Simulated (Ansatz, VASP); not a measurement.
# CuO in VASP and in Ansatz

```
CELL_PARAMETERS angstrom
2.34465 -1.71340 0.00000
2.34465 1.71340 0.00000
-0.86055 0.00000 5.05944
ATOMIC_POSITIONS crystal
Cu 0.00320 0.49680 0.00000
Cu 0.49680 0.00320 0.50000
O 0.57140 0.40560 0.25370
O 0.40560 0.57140 0.75370
```

Alike in both runs: task single point; functional PBE; k mesh 7 × 7 × 4; occupations fermi-dirac, width 0.05 eV; collinear spin; Hubbard terms Cu d U = 4.0 eV.

|  | VASP | Ansatz |
| --- | --- | --- |
| version | VASP 6.6.1 | Ansatz 0.2.0 |
| potentials or method | VASP PAW PBE potentials, release 64 (Cu, O), cutoff 520 eV | PAW, plane waves, scalar-relativistic |
| valence electrons in the cell | 34 | 50 |

Ansatz gave:

| Property | Result |
| --- | --- |
| pressure (GPa) | 7.6 |
| traceless stress, the component that is largest in VASP (GPa) | -1.58 |
| rms of the force components (eV/Å) | 0.458 |
| net moment per atom (μB) | 0.00 |
| size of the moment on the site where the two differ most (μB) | 0.53 |

**Question.** Estimate VASP's values.

**Answer.** Pressure (GPa): 4.1; traceless stress, the component that is largest in VASP (GPa): -0.74; rms of the force components (eV/Å): 0.427; net moment per atom (μB): 0.00; size of the moment on the site where the two differ most (μB): 0.57.

Site moments also hang on the region over which each program counts them. The programs project onto different local orbitals, so the same U acts differently, and such runs can settle in different states. Atom by atom the forces differ by 0.031 eV/Å (rms over components). VASP's potentials hold 34 valence electrons a cell and Ansatz's 50, so a difference there can come from the potentials and not from the codes. Ansatz's warnings: seeded moment not kept.
